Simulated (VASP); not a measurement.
Here is a VASP 6.6.1 calculation.

INCAR

```
SYSTEM = Al
PREC = Accurate ; ENCUT = 520
EDIFF = 1E-6 ; ISMEAR = 0
SIGMA = 0.15 ; LREAL = .False.
LASPH = .True. ; NELM = 80
ALGO = Fast ; ISIF = 2
LWAVE = .False. ; LCHARG = .False.
GGA = PS ; NBANDS = 8
```

The input KPOINTS:

```
regular mesh
0
Gamma
  20 20 20
  0 0 0
```

File POSCAR:

```
Al
1.0
    0.0000000000      2.0442198000      2.0239800000
    2.0239800000      0.0000000000      2.0239800000
    2.0239800000      2.0442198000      0.0000000000
Al
1
Direct
    0.0000000000      0.0000000000      0.0000000000
```

Potentials or basis: VASP PAW PBE potentials, release 64 (Al).

Run with:

```sh
$ cat potpaw_PBE.64/Al/POTCAR > POTCAR
$ mpirun -np 1 vasp_std > vasp.out
```

Q: Predict the pressure.

A: -2.6 GPa.

Stress tensor (GPa, compression positive):
```
-2.51  0.00  0.00
 0.00 -2.68  0.00
 0.00  0.00 -2.51
```

Caveat: the cell differs from its parent crystal (strain +0.0100 x Voigt [0, 1, 0, 0, 0, 0]); the PAW data sets were made with another functional, which shifts forces and pressure a little.
